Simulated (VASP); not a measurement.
# SiC (P1) in VASP: notebook

Runs on SiC. Level: PBE. Tasks: single point.

Everything below comes from runs of VASP 6.6.1. Logs are shortened: lines on timing, memory, paths and dates and some standing lists are left out, and cuts for length are marked.

## (1) The cell of the first run

The typed cell holds 72 atoms: a = 12.315 Å, b = 9.236 Å, c = 9.236 Å, α = 60.00°, β = 60.00°, γ = 60.00°.

## (2) Single point, PBE

INCAR reads:

```
PREC = Accurate ; ENCUT = 600
EDIFF = 1E-6 ; ISMEAR = 0
SIGMA = 0.01 ; LREAL = Auto
LASPH = T ; NELM = 120
ALGO = Normal ; ISIF = 2
LWAVE = F ; LCHARG = F
GGA = PE ; NBANDS = 186
GGA_COMPAT = F
```

KPOINTS reads:

```
regular mesh
0
Gamma
  1 1 1
```

POSCAR reads:

```
SiC
1.0
    0.0000000000      8.7079880000      8.7079880000
    6.5309910000      0.0000000000      6.5309910000
    6.5309910000      6.5309910000      0.0000000000
Si C
36 36
Direct
    0.0700950000      0.0804630000      0.0850430000
    0.0611530000      0.0800790000      0.4120130000
    0.0595550000      0.0851610000      0.7476290000
    0.0600860000      0.4178290000      0.0843290000
    0.0575060000      0.4229180000      0.4111860000
    0.0616990000      0.4187580000      0.7342590000
    0.0670490000      0.7452070000      0.0824110000
    0.0569510000      0.7596900000      0.4191610000
    0.0586230000      0.7512790000      0.7401660000
    0.3084130000      0.0904570000      0.0872230000
    0.3118850000      0.0784000000      0.4173430000
    0.3146490000      0.0814630000      0.7531650000
    0.3085790000      0.4165270000      0.0799850000
    0.3049450000      0.4159130000      0.4154410000
    0.3142710000      0.4151190000      0.7499510000
    0.3134710000      0.7587450000      0.0874670000
    0.3141460000      0.7586550000      0.4105770000
    0.3147880000      0.7557090000      0.7593400000
    0.5649740000      0.0837740000      0.0843150000
    0.5617740000      0.0841810000      0.4191440000
    0.5584920000      0.0786080000      0.7529770000
    0.5630340000      0.4095940000      0.0892690000
    0.5602120000      0.4171940000      0.4146600000
    0.5636980000      0.4150650000      0.7462750000
    0.5649350000      0.7491600000      0.0797820000
    0.5632050000      0.7511440000      0.4191770000
    0.5532090000      0.7493570000      0.7627970000
    0.8124790000      0.0891260000      0.0778090000
    0.8089850000      0.0857950000      0.4178310000
    0.8121040000      0.0801620000      0.7522220000
    0.8089010000      0.4160380000      0.0810590000
    0.8176080000      0.4150590000      0.4119260000
    0.8090510000      0.4192700000      0.7508050000
    0.8052270000      0.7488240000      0.0805810000
    0.8174040000      0.7507870000      0.4196450000
    0.8160420000      0.7504680000      0.7457710000
    0.0004760000      0.0036170000     -0.0060720000
   -0.0027410000     -0.0022190000      0.3320910000
   -0.0103870000      0.0051570000      0.6649700000
    0.0001710000      0.3296330000      0.0008300000
   -0.0006710000      0.3334160000      0.3342810000
   -0.0007590000      0.3320800000      0.6642260000
   -0.0070390000      0.6672850000     -0.0076230000
   -0.0004570000      0.6668390000      0.3264720000
    0.0004630000      0.6584930000      0.6666230000
    0.2478720000     -0.0088730000     -0.0040200000
    0.2528330000     -0.0008130000      0.3308530000
    0.2485220000      0.0065370000      0.6648720000
    0.2464780000      0.3322130000      0.0027360000
    0.2491010000      0.3363160000      0.3270360000
    0.2488700000      0.3313520000      0.6638320000
    0.2524450000      0.6686390000     -0.0025780000
    0.2524030000      0.6706930000      0.3341510000
    0.2540190000      0.6735810000      0.6677770000
    0.4982490000      0.0026860000      0.0060740000
    0.4998830000      0.0038750000      0.3342320000
    0.5019220000      0.0046380000      0.6675760000
    0.4968510000      0.3377290000     -0.0051500000
    0.4976010000      0.3371160000      0.3361570000
    0.4983490000      0.3309300000      0.6664430000
    0.4979050000      0.6721650000      0.0006260000
    0.5004030000      0.6717340000      0.3368180000
    0.4957840000      0.6671830000      0.6713360000
    0.7459000000     -0.0008400000     -0.0032280000
    0.7500260000     -0.0017660000      0.3344740000
    0.7512070000      0.0003510000      0.6696780000
    0.7543300000      0.3355380000      0.0091680000
    0.7515720000      0.3321070000      0.3326480000
    0.7513090000      0.3346770000      0.6627550000
    0.7482810000      0.6708230000     -0.0004320000
    0.7516480000      0.6701550000      0.3278830000
    0.7519940000      0.6681640000      0.6722420000
```

Potentials or basis: VASP PAW PBE potentials, release 64 (Si, C).

Run with:

```console
$ cat potpaw_PBE.64/Si/POTCAR potpaw_PBE.64/C/POTCAR > POTCAR
$ mpirun -np 1 vasp_gam > vasp.out
```

OUTCAR:

```text
PREC = Accurate
   ENCUT = 600
   EDIFF = 1E-6
   ISMEAR = 0
   LREAL = Auto
   LASPH = T
   NELM = 120
   ISIF = 2
   GGA = PE

 ion  position               nearest neighbor table
   1  0.070  0.080  0.085-  46 1.79  38 1.87  40 1.88  37 1.97   2 2.96  16 2.98  10 2.99   8 3.03
                            12 3.04   4 3.05   7 3.13  29 3.15
   2  0.061  0.080  0.412-  38 1.87  39 1.91  41 1.91  47 1.93   8 2.95   1 2.96  10 3.02   9 3.03
                            17 3.04  32 3.05  29 3.05   4 3.07  11 3.10  30 3.11   3 3.11   5 3.14
   3  0.060  0.085  0.748-  37 1.86  42 1.86  48 1.90  39 1.93   6 3.03  28 3.05  30 3.05  11 3.08
                            33 3.09  18 3.10   5 3.11   2 3.11   7 3.12   9 3.12
   4  0.060  0.418  0.084-  49 1.87  41 1.89  43 1.89  40 1.90  32 3.01   5 3.03  13 3.03  10 3.04
                             1 3.05   7 3.06   2 3.07  34 3.10  15 3.11  31 3.12   9 3.13
   5  0.058  0.423  0.411-  44 1.84  41 1.84  42 1.91  50 1.93  32 2.99   6 2.99  35 3.00   7 3.01
                             4 3.03  14 3.03  13 3.08  33 3.10   3 3.11   2 3.14   8 3.14
   6  0.062  0.419  0.734-  45 1.81  42 1.81  51 1.88  40 2.01  14 2.97   5 2.99   3 3.03   8 3.03
                            33 3.04  36 3.05   9 3.08  12 3.12
   7  0.067  0.745  0.082-  44 1.84  52 1.86  37 1.95  43 2.01  13 3.01   5 3.01  18 3.02   4 3.06
                            35 3.10   3 3.12   8 3.12  16 3.12   1 3.13
   8  0.057  0.760  0.419-  38 1.80  45 1.87  53 1.97  44 1.98   9 2.94   2 2.95  35 2.99  36 2.99
                             1 3.03  29 3.03   6 3.03  16 3.11  14 3.12   7 3.12  17 3.12   5 3.14
   9  0.059  0.751  0.740-  45 1.84  43 1.90  39 1.92  54 1.97   8 2.94  36 2.97   2 3.03  30 3.04
                             6 3.08  17 3.10   3 3.12  15 3.13   4 3.13  34 3.13
  10  0.308  0.090  0.087-  49 1.82  47 1.84  55 1.91  46 2.05  13 2.98   1 2.99  11 3.02   2 3.02
                            17 3.03  16 3.03   4 3.04  15 3.06  21 3.09  12 3.09  19 3.12
  11  0.312  0.078  0.417-  47 1.84  48 1.87  56 1.89  50 1.95  17 2.97  10 3.02  26 3.06  14 3.07
                            18 3.07   3 3.08  19 3.10   2 3.10  20 3.11  13 3.12  12 3.13
  12  0.315  0.081  0.753-  46 1.84  57 1.88  51 1.89  48 1.90  18 2.98  21 2.99  27 3.00  16 3.04
                             1 3.04  20 3.06  15 3.06  10 3.09  14 3.11   6 3.12  11 3.13
  13  0.309  0.417  0.080-  49 1.84  50 1.86  58 1.89  52 1.90  10 2.98   7 3.01  15 3.02   4 3.03
                            18 3.05  14 3.07   5 3.08  24 3.11  19 3.12  11 3.12  22 3.15
  14  0.305  0.416  0.415-  50 1.83  51 1.87  53 1.93  59 1.94   6 2.97   5 3.03  11 3.07  13 3.07
                            22 3.10  16 3.10  12 3.11  20 3.12   8 3.12  15 3.14  23 3.15
  15  0.314  0.415  0.750-  60 1.85  49 1.91  51 1.94  54 1.95  13 3.02  24 3.05  10 3.06  21 3.06
[... 77 lines left out ...]
  71  0.752  0.670  0.328-  34 1.87  26 1.90  32 1.92  35 1.96
  72  0.752  0.668  0.672-  36 1.82  33 1.88  35 1.91  27 2.00

  LATTYP: Found a base centered monoclinic cell.
 ALAT       =    15.9975954647
 B/A-ratio  =     0.5773502692
 C/A-ratio  =     0.7698003589
 COS(beta)  =    -0.5773502692

  Lattice vectors:

 A1 = (   6.5309910000,   6.5309910000,   0.0000000000)
 A2 = (   6.5309910000,   0.0000000000,   6.5309910000)
 A3 = (   0.0000000000,  -8.7079880000,  -8.7079880000)

Analysis of symmetry for initial positions (statically):
=====================================================================
 Subroutine PRICEL returns:
 Original cell was already a primitive cell.

 Routine SETGRP: Setting up the symmetry group for a
 base centered monoclinic supercell.

 Subroutine GETGRP returns: Found  1 space group operations
 (whereof  1 operations were pure point group operations)
 out of a pool of  4 trial point group operations.

The static configuration has the point symmetry C_1 .

Analysis of symmetry for dynamics (positions and initial velocities):
=====================================================================
 Subroutine PRICEL returns:
 Original cell was already a primitive cell.

 Routine SETGRP: Setting up the symmetry group for a
 base centered monoclinic supercell.

 Subroutine GETGRP returns: Found  1 space group operations
 (whereof  1 operations were pure point group operations)
 out of a pool of  4 trial point group operations.
[... 189 lines left out ...]
     0.000000000  0.000000000  0.000000000

 Subroutine IBZKPT returns following result:
 ===========================================

 Found      1 irreducible k-points:

 Following reciprocal coordinates:
            Coordinates               Weight
  0.000000  0.000000  0.000000      1.000000
   k-points           NKPTS =      1   k-points in BZ     NKDIM =      1   number of bands    NBANDS=    186
   number of dos      NEDOS =    301   number of ions     NIONS =     72
   total plane-waves  NPLWV = 627200
   dimension x,y,z NGX =    98 NGY =   80 NGZ =   80
   dimension x,y,z NGXF=   196 NGYF=  160 NGZF=  160
   ions per type =              36  36
   NGX,Y,Z   is equivalent  to a cutoff of  13.23, 14.40, 14.40 a.u.
   NGXF,Y,Z  is equivalent  to a cutoff of  26.46, 28.80, 28.80 a.u.
 SYSTEM =  unknown system
   PREC   = accura    normal or accurate (medium, high low for compatibility)
   ISTART =      0    job   : 0-new  1-cont  2-samecut
   ICHARG =      2    charge: 1-file 2-atom 10-const
   ISPIN  =      1    spin polarized calculation?
   LNONCOLLINEAR =      F non collinear calculations
   LSORBIT =      F    spin-orbit coupling
   LASPH  =      T    aspherical Exc in radial PAW
   ENCUT  =  600.0 eV  44.10 Ry    6.64 a.u.  24.60 18.45 18.45*2*pi/ulx,y,z
   NELM   =    120;   NELMIN=  2; NELMDL= -5     # of ELM steps
   EDIFF  = 0.1E-05   stopping-criterion for ELM
   LREAL  =      T    real-space projection
   EDIFFG = 0.1E-04   stopping-criterion for IOM
   NSW    =      0    number of steps for IOM
   IBRION =     -1    ionic relax: 0-MD 1-quasi-New 2-CG
   NFREE  =      0    steps in history (QN), initial steepest desc. (CG)
   ISIF   =      2    stress and relaxation
   ISYM   =      2    0-nonsym 1-usesym 2-fastsym
   POTIM  = 0.5000    time-step for ionic-motion
   TEBEG  =    0.0;   TEEND  =   0.0 temperature during run
   PSTRESS=    0.0 pullay stress
   NELECT =     288.0000    total number of electrons
   NUPDOWN=      -1.0000    fix difference up-down
   EMIN   =  10.00;   EMAX   =-10.00  energy-range for DOS
   EFERMI =   0.00;   METHOD = LEGACY
   ISMEAR =     0;   SIGMA  =   0.01  broadening in eV -4-tet -1-fermi 0-gaus
   EFERMI_NEDOS =   21; number of points for ismear=-14 and -15
   IALGO  =     38    algorithm
   IMIX   =      4    mixing-type and parameters
     AMIX     =   0.40;   BMIX     =  1.00
     AMIX_MAG =   1.60;   BMIX_MAG =  1.00
  volume/ion in A,a.u.               =      10.32        69.63
  Fermi-wavevector in a.u.,A,eV,Ry     =   1.193723  2.255810 19.387966  1.424975
  Thomas-Fermi vector in A             =   2.329731
   LORBIT       =      0    0 simple, 1 ext, 2 COOP (PROOUT), +10 PAW based schemes
   GGA     = PE    functional components
   LHFCALC =     F    Hartree Fock is set to
   AEXX    =    0.0000 exact exchange contribution
   IVDW    =     0    specifies the selected vdW correction
   LEPSILON=     F    determine dielectric tensor
   LRPA    =     F    only Hartree local field effects (RPA)
 non-spin polarized calculation
 Gauss-broadening in eV      SIGMA  =   0.01
  energy-cutoff  :      600.00
  volume of cell :      742.86
 maximum number of plane-waves:     12415
 NGX is ok and might be reduce to    98
   NGX = 49   NGY = 37   NGZ = 37

 number of electron     288.0000001 magnetization

 Free energy of the ion-electron system (eV)
  ---------------------------------------------------
  ext. energy  EPLUGINS =         0.00000000
  ---------------------------------------------------
  free energy    TOTEN  =      -528.84808391 eV

  energy without entropy =     -528.84808391  energy(sigma->0) =     -528.84808391

 E-fermi :   8.4264     XC(G=0): -11.3457

 val. band max:        8.3238724446   @ k =   0.0000   0.0000   0.0000
 cond. band min:      10.4980696513   @ k =   0.0000   0.0000   0.0000
 fundamental gap:      2.1741972067
 Fermi energy:         8.4264306659

 k-point     1 :       0.0000    0.0000    0.0000
  band No.  band energies     occupation
      1      -7.2969      2.00000
      2      -6.1630      2.00000
      3      -6.0967      2.00000
      4      -5.5284      2.00000
      5      -5.4585      2.00000
      6      -5.2888      2.00000
[... 148 lines left out ...]
    155      11.7787      0.00000
    156      11.8693      0.00000
 [bands above 156 left out]

------------------------ aborting loop because EDIFF is reached ----------------------------------------

  FORCE on cell =-STRESS in cart. coord.  units (eV):
  Direction    XX          YY          ZZ          XY          YZ          ZX
  --------------------------------------------------------------------------------------
  -------------------------------------------------------------------------------------
  Total       27.3709281     24.0345987     25.6469742     12.1303078     -7.5565393     11.9620787
  in kB       59.0329000     51.8371923     55.3147215     26.1623297    -16.2977458     25.7994977
  external PRESSURE =      55.3949379 kB  Pullay stress =       0.0000000 kB

 VOLUME and BASIS-vectors are now :
 -----------------------------------------------------------------------------
  energy-cutoff  :      600.00
  volume of cell :      742.86
      direct lattice vectors                 reciprocal lattice vectors
     0.000000000  8.707988000  8.707988000    -0.057418545  0.057418545  0.057418545
     6.530991000  0.000000000  6.530991000     0.076558060 -0.076558060  0.076558060
     6.530991000  6.530991000  0.000000000     0.076558060  0.076558060 -0.076558060

 POSITION                                       TOTAL-FORCE (eV/Angst)
 -----------------------------------------------------------------------------------
      1.08092      1.16580      1.13589        -0.065860     -3.140249     -1.482972
      3.21385      3.22337      1.05551         1.357093      0.533135      0.352384
      5.43894      5.40136      1.07479        -0.384049      0.320988     -0.105437
      3.27959      1.07398      3.25207        -0.356455     -1.380208     -0.210217
      5.44753      3.18621      3.26284        -0.426834      1.421979     -0.191199
      7.53034      5.33271      3.27218         0.995317      2.947330     -1.005402
[... 64 lines left out ...]
      6.51818      8.68674     10.92212         0.533919      0.950762     -0.535536
      8.75418     10.93876     10.91213        -0.604199     -1.226386     -0.970210
 -----------------------------------------------------------------------------------
    total drift:                               -0.002904     -0.008936     -0.010963

  FREE ENERGIE OF THE ION-ELECTRON SYSTEM (eV)
  ---------------------------------------------------
  free  energy   TOTEN  =      -528.8480839107 eV

  energy  without entropy=     -528.8480839107  energy(sigma->0) =     -528.84808391
```

It took 17 min on 1 thread of AMD EPYC 7R43 (Zen 3), shared host; peak memory 1.1 GiB.

Results:

```yaml
Free_energy: -528.8481 eV
Pressure: 5.5 GPa
Largest_force: 5.489 eV/Å
Band_gap_on_the_k_mesh: 2.17 eV
```

Forces on the atoms (eV/Å):
```
Si  -0.066 -3.140 -1.483
Si   1.357  0.533  0.352
Si  -0.384  0.321 -0.105
Si  -0.356 -1.380 -0.210
Si  -0.427  1.422 -0.191
Si   0.995  2.947 -1.005
Si  -0.080 -2.524  0.127
Si  -2.667  0.724 -0.597
Si   0.929  2.247  0.745
Si  -1.967  0.250 -0.178
Si   1.032  0.096  1.242
Si  -0.324 -1.770  0.215
Si   0.541  0.651  1.223
Si   0.452  1.072  1.686
Si   0.564 -1.408  0.194
Si  -1.955  0.287 -2.421
Si  -0.104  2.018 -1.401
Si  -1.360 -2.497 -0.845
Si   0.443 -1.106 -0.494
Si  -0.117 -0.095  0.291
Si   1.408  1.571  1.923
Si   0.415 -1.171  0.643
Si   1.051  0.809  0.813
Si   0.304 -0.203 -0.106
Si   1.648  0.249 -0.001
Si  -0.001  0.138  0.317
Si  -1.711 -0.255  2.169
Si  -0.582  1.165 -0.983
Si   0.021 -0.001 -0.107
Si   0.908 -1.389 -0.055
Si   2.038  3.072  2.699
Si   1.082 -1.093 -0.569
Si  -0.045  0.526  0.367
Si   1.020  1.774  1.676
Si  -0.467 -1.784 -1.350
Si   1.302  0.189 -0.587
C    0.131  0.879 -0.511
C    0.727  0.090  0.900
C   -1.533  1.503  1.378
C   -0.103 -0.351  0.534
C   -1.093 -0.014  0.124
C   -0.217 -1.274 -0.101
C    0.478  1.302  0.905
C    1.087  1.211  0.804
C    0.213 -1.283  1.176
C    2.216  1.158  2.685
C    0.891 -1.169 -0.520
C   -0.284  0.478 -0.184
C   -0.164 -0.583  0.454
C   -0.107 -0.187 -1.058
C    0.547  0.265  0.376
C    0.980  1.276 -0.751
C    0.221 -0.651 -0.982
C   -0.477 -0.896 -0.997
C   -0.825 -0.750 -0.489
C   -0.093  0.134 -0.344
C   -1.099 -0.638 -2.118
C    0.039  1.376  0.074
C   -0.904 -0.620 -0.858
C   -0.277  0.376  0.295
C   -0.130  1.199 -1.005
C   -1.372 -0.531 -0.278
C   -0.301  0.863  1.153
C    0.780  1.079  1.163
C    0.274 -0.330  0.457
C   -0.722 -0.964 -0.593
C   -2.769 -3.914 -2.671
C    0.363 -0.515 -0.138
C    0.483  0.278 -0.317
C   -1.786 -0.773 -1.049
C    0.534  0.951 -0.536
C   -0.604 -1.226 -0.970
```

Caveat: the k points lie up to 0.83 Å⁻¹ apart; an odd mesh through Γ misses points on the zone boundary, where band edges can lie; forces of over 1 eV/Å act on the atoms, so gaps and moduli don't describe the material at rest.

[end of part 1 of 2]
